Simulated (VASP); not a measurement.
# Sr8Ti9O24 (a cell with a defect) in VASP: relaxation of the atoms with PBEsol

Aim: the relaxation of the atoms of Sr8Ti9O24 (a cell with a defect) with PBEsol.

All numbers are computed with VASP 6.6.1; they aren't measurements. Logs are shortened: lines on timing, memory, paths and dates and some standing lists are left out, and cuts for length are marked.

**1. The cell of the first run**

The cell holds a defect, 41 atoms: a = 7.783 Å, b = 7.783 Å, c = 7.783 Å, α = 90.00°, β = 90.00°, γ = 90.00°.

**2. Relaxation of the atoms, PBEsol**

INCAR

```
ALGO = Normal
EDIFF = 1E-7
EDIFFG = -0.03
ENCUT = 520
GGA = PS
GGA_COMPAT = False
IBRION = 2
ISIF = 2
ISMEAR = -1
ISYM = -1
LASPH = True
LCHARG = False
LREAL = Auto
LWAVE = False
NELM = 120
NELMIN = 4
NSW = 100
PREC = Accurate
SIGMA = 0.05
```

KPOINTS

```
explicit points
1
Reciprocal
  0.25000000   0.25000000   0.25000000 1
```

POSCAR

```
Sr8Ti9O24
1.0
    7.7828210000      0.0000000000      0.0000000000
    0.0000000000      7.7828210000      0.0000000000
    0.0000000000      0.0000000000      7.7828210000
Sr Ti O
8 9 24
Direct
    0.9975840000      0.0006640000      0.0064190000
    0.9978760000      0.0048790000      0.4960860000
    0.9993280000      0.5016300000      0.0017490000
    0.9953540000      0.5032240000      0.5000640000
    0.4993190000      0.0014680000      0.9997920000
    0.5029730000      0.9977080000      0.5013830000
    0.5019690000      0.5015660000      0.9991500000
    0.5064610000      0.5029330000      0.4978430000
    0.2473050000      0.2499000000      0.2452470000
    0.2489840000      0.2481090000      0.7504220000
    0.2487040000      0.7469380000      0.2522460000
    0.2506370000      0.7456660000      0.7504680000
    0.7497700000      0.2470810000      0.2475670000
    0.7519780000      0.2496540000      0.7505270000
    0.7473960000      0.7494520000      0.2497460000
    0.7486240000      0.7484680000      0.7469560000
    0.2471060000      0.5018160000      0.5009110000
    0.2495030000      0.2549670000      0.9987190000
    0.2460190000      0.2493790000      0.5024530000
    0.2505860000      0.7461110000      0.9968120000
    0.2480740000      0.7490470000      0.4990260000
    0.7467540000      0.2487320000      0.9986460000
    0.7533670000      0.2486490000      0.5046970000
    0.7498670000      0.7523740000      0.0010760000
    0.7533540000      0.7464360000      0.5011870000
    0.0063680000      0.2528170000      0.2477760000
    0.9981940000      0.2497890000      0.7504860000
    0.9999180000      0.7510380000      0.2500690000
    0.0048010000      0.7486280000      0.7509540000
    0.4957510000      0.2507930000      0.2455290000
    0.4974160000      0.2507780000      0.7469780000
    0.4975820000      0.7524090000      0.2500850000
    0.4972620000      0.7525910000      0.7434270000
    0.2472890000      0.0036910000      0.2503880000
    0.2484420000      0.0017600000      0.7464780000
    0.2461070000      0.5009550000      0.2483490000
    0.2486790000      0.4989750000      0.7487080000
    0.7504560000      0.9989860000      0.2516060000
    0.7525160000      0.9993360000      0.7479080000
    0.7496040000      0.5035030000      0.2564980000
    0.7464220000      0.5019320000      0.7458840000
```

Potentials or basis: VASP PAW PBE potentials, release 64 (Sr_sv, Ti_sv, O).

On the command line:

```bash
$ cat potpaw_PBE.64/Sr_sv/POTCAR potpaw_PBE.64/Ti_sv/POTCAR potpaw_PBE.64/O/POTCAR > POTCAR
$ mpirun -np 1 vasp_std > vasp.out
```

OUTCAR:

```text
EDIFF = 1E-7
   EDIFFG = -0.03
   ENCUT = 520
   GGA = PS
   IBRION = 2
   ISIF = 2
   ISMEAR = -1
   ISYM = -1
   LASPH = True
   LREAL = Auto
   NELM = 120
   NELMIN = 4
   NSW = 100
   PREC = Accurate

 ion  position               nearest neighbor table
   1  0.998  0.001  0.006-  38 2.71  28 2.71  34 2.72  26 2.72  24 2.73  22 2.75  39 2.77  27 2.78
                            18 2.79  29 2.79  20 2.79  35 2.81  13 3.30   9 3.32  15 3.35  14 3.37
   2  0.998  0.005  0.496-  23 2.69  38 2.71  19 2.71  34 2.72  26 2.73  39 2.74  27 2.75  28 2.75
                            35 2.76  25 2.77  21 2.79  29 2.81  13 3.32  14 3.35   9 3.35  10 3.36
   3  0.999  0.502  0.002-  36 2.72  26 2.72  20 2.73  18 2.73  28 2.74  29 2.74  24 2.75  37 2.76
                            27 2.77  40 2.78  22 2.78  41 2.80   9 3.34  11 3.35  12 3.36  15 3.36
   4  0.995  0.503  0.500-  17 1.96  25 2.67  40 2.69  41 2.72  29 2.73  23 2.73  28 2.74  21 2.74
                            37 2.76  36 2.77  26 2.77  27 2.77  19 2.78  16 3.32  15 3.35  11 3.35
   5  0.499  0.001  1.000-  22 2.72  30 2.72  32 2.75  24 2.75  31 2.76  34 2.77  38 2.77  18 2.77
                            20 2.77  35 2.77  39 2.78  33 2.78  13 3.34   9 3.35  10 3.35  15 3.37
   6  0.503  0.998  0.501-  33 2.68  39 2.73  32 2.73  38 2.74  31 2.74  35 2.75  23 2.76  25 2.76
                            21 2.77  34 2.79  19 2.80  30 2.80  16 3.33  15 3.34  13 3.37  14 3.37
   7  0.502  0.502  0.999-  20 2.73  30 2.74  22 2.74  41 2.74  24 2.74  18 2.75  32 2.76  31 2.77
                            37 2.77  40 2.78  36 2.78  33 2.79  15 3.34  12 3.34  16 3.35  14 3.37
   8  0.506  0.503  0.498-  17 2.02  40 2.67  41 2.69  25 2.70  33 2.73  32 2.74  23 2.76  31 2.76
                            21 2.78  30 2.78  37 2.80  36 2.81  19 2.83  15 3.31  16 3.31  11 3.36
   9  0.247  0.250  0.245-  26 1.88  34 1.92  18 1.92  30 1.93  36 1.95  19 2.00  17 2.79   1 3.32
                             3 3.34   2 3.35   5 3.35   7 3.38   4 3.42   6 3.43   8 3.44
  10  0.249  0.248  0.750-  35 1.92  19 1.93  18 1.93  31 1.93  27 1.95  37 1.95  17 2.77   5 3.35
                             2 3.36   6 3.39   3 3.39   1 3.39   7 3.39   4 3.41   8 3.44
  11  0.249  0.747  0.252-  36 1.91  21 1.92  28 1.94  32 1.94  20 1.99  34 2.00  17 2.72   4 3.35
                             3 3.35   8 3.36   1 3.37   7 3.38   2 3.38   6 3.39   5 3.40
  12  0.251  0.746  0.750-  29 1.91  20 1.92  37 1.92  33 1.92  21 1.96  35 1.99  17 2.72   7 3.34
                             3 3.36   4 3.36   8 3.38   6 3.39   5 3.39   1 3.43   2 3.44
  13  0.750  0.247  0.248-  38 1.93  22 1.94  30 1.98  40 2.00  26 2.00  23 2.00   1 3.30   2 3.32
                             5 3.34   8 3.37   3 3.37   6 3.37   7 3.37   4 3.39
  14  0.752  0.250  0.751-  23 1.91  27 1.92  22 1.93  39 1.95  41 1.96  31 1.98   2 3.35   4 3.36
                             6 3.37   5 3.37   7 3.37   3 3.37   1 3.37   8 3.38
  15  0.747  0.749  0.250-  40 1.91  24 1.94  38 1.94  32 1.94  25 1.96  28 1.97   8 3.31   7 3.34
                             6 3.34   4 3.35   1 3.35   3 3.36   5 3.37   2 3.38
  16  0.749  0.748  0.747-  25 1.91  41 1.92  39 1.95  33 1.96  24 1.98  29 1.99   8 3.31   4 3.32
                             6 3.33   7 3.35   3 3.38   5 3.39   2 3.40   1 3.42
  17  0.247  0.502  0.501-  21 1.92  37 1.93   4 1.96  19 1.96  36 1.97   8 2.02  12 2.72  11 2.72
                            10 2.77   9 2.79
  18  0.250  0.255  0.999-   9 1.92  10 1.93   3 2.73   7 2.75   5 2.77   1 2.79
  19  0.246  0.249  0.502-  10 1.93  17 1.96   9 2.00   2 2.71   4 2.78   6 2.80   8 2.83
  20  0.251  0.746  0.997-  12 1.92  11 1.99   3 2.73   7 2.73   5 2.77   1 2.79
  21  0.248  0.749  0.499-  11 1.92  17 1.92  12 1.96   4 2.74   6 2.77   8 2.78   2 2.79
  22  0.747  0.249  0.999-  14 1.93  13 1.94   5 2.72   7 2.74   1 2.75   3 2.78
  23  0.753  0.249  0.505-  14 1.91  13 2.00   2 2.69   4 2.73   8 2.76   6 2.76
  24  0.750  0.752  0.001-  15 1.94  16 1.98   1 2.73   7 2.74   5 2.75   3 2.75
  25  0.753  0.746  0.501-  16 1.91  15 1.96   4 2.67   8 2.70   6 2.76   2 2.77
  26  0.006  0.253  0.248-   9 1.88  13 2.00   1 2.72   3 2.72   2 2.73   4 2.77
  27  0.998  0.250  0.750-  14 1.92  10 1.95   2 2.75   3 2.77   4 2.77   1 2.78
  28  1.000  0.751  0.250-  11 1.94  15 1.97   1 2.71   3 2.74   4 2.74   2 2.75
  29  0.005  0.749  0.751-  12 1.91  16 1.99   4 2.73   3 2.74   1 2.79   2 2.81
  30  0.496  0.251  0.246-   9 1.93  13 1.98   5 2.72   7 2.74   8 2.78   6 2.80
  31  0.497  0.251  0.747-  10 1.93  14 1.98   6 2.74   8 2.76   5 2.76   7 2.77
  32  0.498  0.752  0.250-  11 1.94  15 1.94   6 2.73   8 2.74   5 2.75   7 2.76
  33  0.497  0.753  0.743-  12 1.92  16 1.96   6 2.68   8 2.73   5 2.78   7 2.79
  34  0.247  0.004  0.250-   9 1.92  11 2.00   1 2.72   2 2.72   5 2.77   6 2.79
  35  0.248  0.002  0.746-  10 1.92  12 1.99   6 2.75   2 2.76   5 2.77   1 2.81
  36  0.246  0.501  0.248-  11 1.91   9 1.95  17 1.97   3 2.72   4 2.77   7 2.78   8 2.81
  37  0.249  0.499  0.749-  12 1.92  17 1.93  10 1.95   4 2.76   3 2.76   7 2.77   8 2.80
  38  0.750  0.999  0.252-  13 1.93  15 1.94   2 2.71   1 2.71   6 2.74   5 2.77
  39  0.753  0.999  0.748-  14 1.95  16 1.95   6 2.73   2 2.74   1 2.77   5 2.78
  40  0.750  0.504  0.256-  15 1.91  13 2.00   8 2.67   4 2.69   3 2.78   7 2.78
  41  0.746  0.502  0.746-  16 1.92  14 1.96   8 2.69   4 2.72   7 2.74   3 2.80

 -----------------------------------------------------------------------------
|                                                                             |
|           W    W    AA    RRRRR   N    N  II  N    N   GGGG   !!!           |
|           W    W   A  A   R    R  NN   N  II  NN   N  G    G  !!!           |
|           W    W  A    A  R    R  N N  N  II  N N  N  G       !!!           |
|           W WW W  AAAAAA  RRRRR   N  N N  II  N  N N  G  GGG   !            |
|           WW  WW  A    A  R   R   N   NN  II  N   NN  G    G                |
|           W    W  A    A  R    R  N    N  II  N    N   GGGG   !!!           |
|                                                                             |
[... 139 lines left out ...]
   EDIFF  = 0.1E-06   stopping-criterion for ELM
   LREAL  =      T    real-space projection
   EDIFFG = -.3E-01   stopping-criterion for IOM
   NSW    =    100    number of steps for IOM
   IBRION =      2    ionic relax: 0-MD 1-quasi-New 2-CG
   NFREE  =      1    steps in history (QN), initial steepest desc. (CG)
   ISIF   =      2    stress and relaxation
   ISYM   =     -1    0-nonsym 1-usesym 2-fastsym
   POTIM  = 0.5000    time-step for ionic-motion
   TEBEG  =    0.0;   TEEND  =   0.0 temperature during run
   PSTRESS=    0.0 pullay stress
   NELECT =     332.0000    total number of electrons
   NUPDOWN=      -1.0000    fix difference up-down
   EMIN   =  10.00;   EMAX   =-10.00  energy-range for DOS
   EFERMI =   0.00;   METHOD = LEGACY
   ISMEAR =    -1;   SIGMA  =   0.05  broadening in eV -4-tet -1-fermi 0-gaus
   EFERMI_NEDOS =   21; number of points for ismear=-14 and -15
   IALGO  =     38    algorithm
   IMIX   =      4    mixing-type and parameters
     AMIX     =   0.40;   BMIX     =  1.00
     AMIX_MAG =   1.60;   BMIX_MAG =  1.00
  volume/ion in A,a.u.               =      11.50        77.59
  Fermi-wavevector in a.u.,A,eV,Ry     =   1.456522  2.752428 28.864179  2.121457
  Thomas-Fermi vector in A             =   2.573431
   LORBIT       =      0    0 simple, 1 ext, 2 COOP (PROOUT), +10 PAW based schemes
   GGA     = PS    functional components
   LHFCALC =     F    Hartree Fock is set to
   AEXX    =    0.0000 exact exchange contribution
   IVDW    =     0    specifies the selected vdW correction
   LEPSILON=     F    determine dielectric tensor
   LRPA    =     F    only Hartree local field effects (RPA)
 conjugate gradient relaxation of ions
 non-spin polarized calculation
  energy-cutoff  :      520.00
  volume of cell :      471.42
 maximum number of plane-waves:     12704
 NGX is ok and might be reduce to    60
   NGX = 29   NGY = 29   NGZ = 29

--------------------------------------- Ionic step        1  -------------------------------------------

 number of electron     332.0000025 magnetization

 Free energy of the ion-electron system (eV)
  ---------------------------------------------------
  ext. energy  EPLUGINS =         0.00000000
  ---------------------------------------------------
  free energy    TOTEN  =      -334.37541479 eV

  energy without entropy =     -334.20480099  energy(sigma->0) =     -334.29010789

------------------------ aborting loop because EDIFF is reached ----------------------------------------

  FORCE on cell =-STRESS in cart. coord.  units (eV):
  Direction    XX          YY          ZZ          XY          YZ          ZX
  --------------------------------------------------------------------------------------
  -------------------------------------------------------------------------------------
  Total       53.2347790     15.8295404     16.6622025     -1.8496764     -2.2901441     -2.0191106
  in kB      180.9234713     53.7982022     56.6280837     -6.2863017     -7.7832730     -6.8621400
  external PRESSURE =      97.1165857 kB  Pullay stress =       0.0000000 kB
[... 206 lines left out ...]
  FREE ENERGIE OF THE ION-ELECTRON SYSTEM (eV)
  ---------------------------------------------------
  free  energy   TOTEN  =      -338.7575097439 eV

  energy  without entropy=     -338.4999981385  energy(sigma->0) =     -338.62875394

[... ionic steps 4 to 15 ...]

--------------------------------------- Ionic step       16  -------------------------------------------

 number of electron     332.0000061 magnetization

------------------------ aborting loop because EDIFF is reached ----------------------------------------
[... 145 lines left out ...]
--------------------------------------- Ionic step       18  -------------------------------------------

 number of electron     332.0000061 magnetization

 Free energy of the ion-electron system (eV)
  ---------------------------------------------------
  ext. energy  EPLUGINS =         0.00000000
  ---------------------------------------------------
  free energy    TOTEN  =      -339.60480642 eV

  energy without entropy =     -339.45012260  energy(sigma->0) =     -339.52746451

 E-fermi :   6.9580     XC(G=0): -11.7630

 val. band max:        6.8665420695   @ k =   0.2500   0.2500   0.2500
 cond. band min:       7.0523467243   @ k =   0.2500   0.2500   0.2500
 fundamental gap:      0.1858046548
 Fermi energy:         6.9579632215

 k-point     1 :       0.2500    0.2500    0.2500
  band No.  band energies     occupation
      1     -51.3491      2.00000
      2     -51.3461      2.00000
      3     -51.2935      2.00000
      4     -51.2926      2.00000
      5     -51.0491      2.00000
      6     -51.0391      2.00000
[... 170 lines left out ...]
    177       8.3463      0.00000
    178       8.3898      0.00000
 [bands above 178 left out]

------------------------ aborting loop because EDIFF is reached ----------------------------------------

  FORCE on cell =-STRESS in cart. coord.  units (eV):
  Direction    XX          YY          ZZ          XY          YZ          ZX
  --------------------------------------------------------------------------------------
  -------------------------------------------------------------------------------------
  Total       34.0729939     20.5948725     20.6138651     -2.0376355     -1.8205883     -2.0342253
  in kB      115.8003178     69.9936376     70.0581857     -6.9250985     -6.1874431     -6.9135086
  external PRESSURE =      85.2840470 kB  Pullay stress =       0.0000000 kB
[... 56 lines left out ...]
  FREE ENERGIE OF THE ION-ELECTRON SYSTEM (eV)
  ---------------------------------------------------
  free  energy   TOTEN  =      -339.6048064195 eV

  energy  without entropy=     -339.4501225990  energy(sigma->0) =     -339.52746451

 reached required accuracy - stopping structural energy minimisation
```

Run time: 40 min. Hardware: 1 thread of AMD EPYC 9R45 (Zen 5), shared host; peak memory 0.57 GiB.

What came out:

```
Free energy                  : -339.6048 eV
Energy gained by relaxing    : 127.5 meV/atom
Ionic steps                  : 18
Pressure after relaxing      : 8.5 GPa
Largest force after relaxing : 0.022 eV/Å
```

Forces in eV/Å, atoms in the order of the input:
```
Sr   0.002  0.000 -0.004
Sr   0.000 -0.004 -0.002
Sr  -0.004 -0.002 -0.006
Sr  -0.010 -0.015 -0.011
Sr   0.004  0.000 -0.003
Sr  -0.002  0.007 -0.006
Sr  -0.002  0.002  0.007
Sr   0.002  0.006  0.004
Ti  -0.011  0.008  0.012
Ti   0.003  0.010 -0.012
Ti   0.008 -0.012  0.012
Ti   0.012  0.000 -0.007
Ti  -0.009  0.001  0.005
Ti  -0.005  0.011 -0.013
Ti  -0.008 -0.005  0.001
Ti  -0.002 -0.005 -0.006
Ti   0.003 -0.001  0.002
O   -0.003 -0.006  0.002
O   -0.011  0.011  0.002
O    0.002  0.008  0.002
O   -0.015 -0.002 -0.002
O   -0.008  0.017 -0.002
O   -0.002  0.000  0.002
O   -0.003 -0.014 -0.001
O    0.011  0.005  0.004
O    0.006 -0.012 -0.001
O    0.014  0.006  0.005
O    0.012 -0.009 -0.003
O    0.009  0.007  0.014
O   -0.015 -0.005  0.006
O   -0.009  0.004 -0.003
O   -0.012 -0.015  0.010
O    0.001  0.008 -0.003
O    0.007 -0.001  0.005
O    0.011  0.004 -0.006
O    0.002 -0.004  0.009
O    0.016 -0.001 -0.001
O   -0.010 -0.003  0.010
O    0.008 -0.004 -0.009
O   -0.002 -0.002 -0.002
O    0.008  0.006 -0.010
```

Stress tensor (GPa, compression positive):
```
11.58 -0.69 -0.69
-0.69  7.00 -0.62
-0.69 -0.62  7.01
```

The path:
```csv
step,energy change (eV),largest force (eV/Å),pressure (GPa)
1,0.0000,13.2334,9.71
2,-3.9670,4.6635,9.27
3,-4.3821,3.2151,7.81
4,-4.4396,3.0065,8.12
5,-4.4454,3.0584,8.25
6,-4.9285,2.0773,8.86
7,-5.0432,0.9035,8.60
8,-5.1610,0.4081,8.53
9,-5.1717,0.4758,8.53
10,-5.2128,0.2025,8.55
11,-5.2137,0.2438,8.56
12,-5.2238,0.1154,8.57
13,-5.2238,0.1160,8.57
14,-5.2280,0.0544,8.54
15,-5.2281,0.0591,8.53
16,-5.2290,0.0369,8.53
17,-5.2290,0.0307,8.53
18,-5.2294,0.0217,8.53
```

Final structure:
```xyz
41
Lattice="7.7828 0.0000 0.0000 0.0000 7.7828 0.0000 0.0000 0.0000 7.7828" Properties=species:S:1:pos:R:3 pbc="T T T"
Sr    0.0316    0.0042    7.7819
Sr    7.7761    0.0050    3.8857
Sr    7.7760    3.8920    7.7812
Sr    7.2145    3.8868    3.8802
Sr    3.8510    0.0024    7.7796
Sr    3.8928    0.0025    3.8908
Sr    3.8907    3.8962    7.7781
Sr    4.4621    3.9099    3.8998
Ti    1.9482    1.9077    1.8997
Ti    1.9407    1.9168    5.8623
Ti    1.9402    5.8689    1.9122
Ti    1.9367    5.8785    5.8744
Ti    5.8319    1.8977    1.8895
Ti    5.8332    1.9006    5.8829
Ti    5.8325    5.8913    1.8952
Ti    5.8366    5.8951    5.8891
Ti    1.9465    3.8897    3.8863
O     1.9486    1.9363    7.7753
O     1.9116    1.9248    3.8781
O     1.9585    5.8493    7.7807
O     1.9313    5.8569    3.8958
O     5.8146    1.9140    7.7827
O     5.8343    1.8861    3.8943
O     5.8208    5.8770    7.7767
O     5.8499    5.9067    3.8814
O     7.7662    1.9508    1.9282
O     7.7722    1.9555    5.8438
O     7.7719    5.8422    1.9285
O     7.7739    5.8305    5.8485
O     3.8900    1.9473    1.9491
O     3.8910    1.9374    5.8182
O     3.8912    5.8415    1.9560
O     3.8977    5.8443    5.8174
O     1.9357    0.0002    1.9221
O     1.9344    0.0021    5.8515
O     1.9279    3.8859    1.9213
O     1.9617    3.9000    5.8500
O     5.8295    0.0083    1.9135
O     5.8458    7.7823    5.8639
O     5.8269    3.9029    1.8765
O     5.8346    3.8869    5.9038
```

Levels at points of the mesh, in eV from the Fermi level:
```
           k point  band 164  band 165  band 166  band 167  band 168  band 169
(0.25, 0.25, 0.25)     -2.77     -0.11     -0.09      0.09      0.14      0.15
```

Caveat: the PAW data sets were made with another functional, which shifts forces and pressure a little.
